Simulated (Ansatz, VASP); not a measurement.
# One calculation of TiO2, two programs

The input INCAR:

```
SYSTEM = TiO2
PREC     = Accurate       ! precision mode
ENCUT    = 520            ! plane-wave cutoff, eV
EDIFF    = 1E-6           ! SCF threshold, eV
ISMEAR   = 0              ! smearing method
SIGMA    = 0.05           ! smearing width, eV
LREAL    = .False.        ! projectors in reciprocal space
LASPH    = .True.         ! aspherical terms in the spheres
NELM     = 100            ! most SCF steps
ALGO     = Normal         ! electronic algorithm
ISIF     = 2              ! what is computed and relaxed
LWAVE    = .False.        ! write WAVECAR
LCHARG   = .True.         ! write CHGCAR
GGA      = PS             ! functional
LELF     = .True.         ! ELF
LVHAR    = .True.       
NBANDS   = 33             ! bands
```

Contents of KPOINTS:

```
regular mesh
0
Gamma
  6 6 10
  0 0 0
```

File POSCAR:

```
TiO2
1.0
    4.5912476203      0.0000000000      0.0000000000
    0.0000000000      4.5912476203      0.0000000000
    0.0000000000      0.0000000000      2.9389940195
Ti O
2 4
Direct
    0.0000000000      0.0000000000     -0.1531136154
    0.5000000000      0.5000000000      0.5000000000
    0.3044387440      0.3044387440      0.0000000000
    0.1955612560      0.8044387440      0.5000000000
    0.6955612560      0.6955612560      0.0000000000
    0.8044387440      0.1955612560      0.5000000000
```

Input for Ansatz:

```yaml
crystal:
  lattice:
    - [4.5912476203, 0.0, 0.0]
    - [0.0, 4.5912476203, 0.0]
    - [0.0, 0.0, 2.9389940195]
  atoms:
    - { symbol: Ti, position: [0.0, 0.0, -0.1531136154] }
    - { symbol: Ti, position: [0.5, 0.5, 0.5] }
    - { symbol: O, position: [0.304438744, 0.304438744, 0.0] }
    - { symbol: O, position: [0.195561256, 0.804438744, 0.5] }
    - { symbol: O, position: [0.695561256, 0.695561256, 0.0] }
    - { symbol: O, position: [0.804438744, 0.195561256, 0.5] }
basis:
  ecutwfc: 420
kpoints:
  mp_grid: { grid: [6, 6, 10] }
hamiltonian:
  xc: pbesol
scf:
  occupations: { method: gaussian, width: 0.05 }
output:
  forces: true
  stress: true
  eigenvalues: true
```

Alike in both runs: task single point; functional PBEsol; k mesh 6 × 6 × 10; occupations gaussian, width 0.05 eV; no spin polarisation.

```csv
,VASP,Ansatz
version,VASP 6.6.1,Ansatz 0.2.0
potentials or method,"VASP PAW PBE potentials, release 64 (Ti_sv, O), cutoff 520 eV","scalar-relativistic, plane waves, PAW"
valence electrons in the cell,48,48
```

|  | VASP | Ansatz | Ansatz less VASP |
| --- | --- | --- | --- |
| gap on the k mesh at the Fermi level (eV) | 2.49 | 2.52 | +0.025 |
| least direct gap on the mesh (eV) | 2.66 | 2.68 | +0.025 |
| pressure (GPa) | 17.3 | 16.3 | -1.01 |
| traceless stress, the component that is largest in VASP (GPa) | -16.89 | -16.34 | +0.550 |
| rms of the force components (eV/Å) | 2.620 | 2.507 | -0.1128 |

VASP's potentials were made for PBE, not for PBEsol. Atom by atom the forces differ by 0.114 eV/Å (rms over components).
